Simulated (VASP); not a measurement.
The system is SiC (Moissanite).

```
Si C
1.0
     3.11648    0.00000    0.00000
    -1.55824    2.69895    0.00000
     0.00000    0.00000    5.11443
Si C
2 2
Direct
  0.66667 0.33333 0.50000
  0.33333 0.66667 0.00000
  0.66667 0.33333 0.88500
  0.33333 0.66667 0.38500
```

Base run:

```yaml
Program: VASP 6.6.1
Functional: revPBE
Potentials_or_basis: VASP PAW PBE potentials, release 64 (Si, C)
Cutoff: 520 eV
k_mesh: 10 × 10 × 5
Occupations: fermi-dirac, width 0.05 eV
Spin: no spin polarisation
```

Its results: band gap on the k mesh 2.55 eV, indirect (least direct gap 4.02 eV); pressure -2.6 GPa; largest force 0.698 eV/Å.

Q: The run is repeated on the same cell with these changes: functional from revPBE to BLYP. What comes out?

A: Band gap on the k mesh 2.77 eV, indirect (least direct gap 4.25 eV); pressure 0.4 GPa; largest force 0.705 eV/Å.

Caveats: the PAW data sets were made with another functional, which shifts forces and pressure a little.

A k mesh can miss the band edges.
